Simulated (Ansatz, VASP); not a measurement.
**NbP: VASP beside Ansatz**

```xyz
4
Lattice="-1.6749 1.6749 5.7401 1.6749 -1.6749 5.7401 1.6749 1.6749 -5.7401" Properties=species:S:1:pos:R:3 pbc="T T T"
Nb    1.6749    0.0000    2.8687
Nb    0.0000    0.0000    5.7387
P     0.0000    1.6749    3.8200
P     0.0000    0.0000    0.9500
```

Alike in both runs: task relaxation of cell and atoms; functional BLYP; dispersion D4; k mesh 11 × 11 × 11; occupations fermi-dirac, width 0.05 eV; no spin polarisation.

|  | VASP | Ansatz |
| --- | --- | --- |
| version | VASP 6.6.1 | Ansatz 0.2.0 |
| potentials or method | VASP PAW PBE potentials, release 64 (Nb_sv, P) | Ansatz PAW |
| plane-wave cutoff (eV) | 600 | 420 |
| valence electrons in the cell | 36 | 36 |

|  | VASP | Ansatz | Ansatz less VASP |
| --- | --- | --- | --- |
| relaxed volume (Å³/atom) | 16.09 | 16.08 | -0.005 |
| relaxed cell length with the largest relative difference (Å) | 6.208 | 6.206 | -0.0020 |

VASP's potentials were made for PBE, not for BLYP.

Noted on Ansatz's run: the plane-wave basis is chosen anew once the cell has moved, so the energies of steps on either side of that aren't comparable.
